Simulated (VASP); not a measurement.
Write the native input for VASP 6.6.1 that does the following.

- Task: single point
- Functional: PBE
- Potentials or basis: VASP PAW PBE potentials, release 64 (Cd_sv_GW, F)
- Cutoff: 600 eV
- k mesh: 8 × 8 × 8
- Occupations: fermi-dirac, width 0.02 eV
- Spin: no spin polarisation
- Dipole correction: no
- Second run: valence_matched
- Further INCAR settings: ALGO = Normal; EDIFF = 1e-06; NBANDS = 24

The structure of CdF2 lies in POSCAR:

```
CdF2
1.0
    0.0000000000      2.6941776810      2.6941776810
    2.7736559226      0.0000000000      2.6941776810
    2.7736559226      2.6941776810      0.0000000000
Cd F
1 2
Direct
    0.0000000000      0.0000000000      0.0000000000
    0.2500000000      0.2500000000      0.2500000000
    0.7500000000      0.7500000000      0.7500000000
```

This cell differs from its parent crystal: uniaxial x strain +3.0%.

The input as run:

INCAR

```
SYSTEM = CdF2
  PREC = Accurate
  ENCUT = 600
  EDIFF = 1E-6
  ISMEAR = -1
  SIGMA = 0.02
  LREAL = .FALSE.
  LASPH = .TRUE.
  NELM = 120
  ALGO = Normal
  ISIF = 2
  LWAVE = .FALSE.
  LCHARG = .TRUE.
  GGA = PE
  LELF = .TRUE.
  LVHAR = .TRUE.
  NBANDS = 24
  GGA_COMPAT = .FALSE.
```

KPOINTS

```
regular mesh
0
G
  8 8 8
  0 0 0
```

Potentials or basis: VASP PAW PBE potentials, release 64 (Cd_sv_GW, F).

Launch:

```bash
$ cat potpaw_PBE.64/Cd_sv_GW/POTCAR potpaw_PBE.64/F/POTCAR > POTCAR
$ mpirun -np 1 vasp_std > vasp.out
```

Results of the run:

```json
{
  "Pressure": "1.4 GPa",
  "Band gap on the k mesh": "2.94 eV, indirect (least direct gap 3.46 eV)"
}
```

Caveat: the cell differs from its parent crystal (uniaxial x strain +3.0%).

It took 54 s on 1 thread of AMD EPYC 9R45 96-Core Processor (Zen 5) (shared host), peak memory 0.2 GiB.
